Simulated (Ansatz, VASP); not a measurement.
# In: VASP beside Ansatz

INCAR

```
SYSTEM = In
PREC = Accurate
ENCUT = 520
EDIFF = 1E-7
ISMEAR = 0
SIGMA = 0.15
LREAL = .FALSE.
LASPH = .TRUE.
NELM = 100
ALGO = Fast
ISIF = 2
LWAVE = .FALSE.
LCHARG = .TRUE.
GGA = PE
LELF = .TRUE.
LVHAR = .TRUE.
NBANDS = 12
```

KPOINTS

```
Automatic mesh
0
G
  20 20 20
  0 0 0
```

File POSCAR:

```
In
1.0
   -1.6159865625      1.6159865625      2.4739500000
    1.6159865625     -1.6159865625      2.4739500000
    1.6363134375      1.6363134375     -2.4739500000
In
1
Direct
    0.0000000000      0.0000000000      0.0000000000
```

Input for Ansatz:

```yaml
crystal:
  lattice:
    - [-1.6159865625, 1.6159865625, 2.47395]
    - [1.6159865625, -1.6159865625, 2.47395]
    - [1.6363134375, 1.6363134375, -2.47395]
  atoms:
    - { symbol: In, position: [0.0, 0.0, 0.0] }
basis:
  ecutwfc: 420
kpoints:
  mp_grid: { grid: [20, 20, 20] }
hamiltonian:
  xc: pbe
scf:
  occupations: { method: gaussian, width: 0.15 }
output:
  forces: true
  stress: true
  eigenvalues: true
```

Change from the starting cell: strain +0.0125 x Voigt [0, 0, 0, 0, 0, 1], atoms carried along.

Alike in both runs: task single point; functional PBE; k mesh 20 × 20 × 20; occupations gaussian, width 0.15 eV; no spin polarisation.

|  | VASP | Ansatz |
| --- | --- | --- |
| version | VASP 6.6.1 | Ansatz 0.2.0 |
| potentials or method | VASP PAW PBE potentials, release 64 (In_d), cutoff 520 eV | scalar-relativistic, plane waves, PAW |
| valence electrons in the cell | 13 | 13 |

```csv
,VASP,Ansatz,Ansatz less VASP
gap on the k mesh at the Fermi level (eV),none,none,-
pressure (GPa),2.0,2.0,+0.05
"traceless stress, the component that is largest in VASP (GPa)",-0.20,-0.20,+0.002
```

A gap of «none» marks a metal or a gap that the smearing closes. The functional is the same, so the differences come from potentials, cutoffs and numerics.
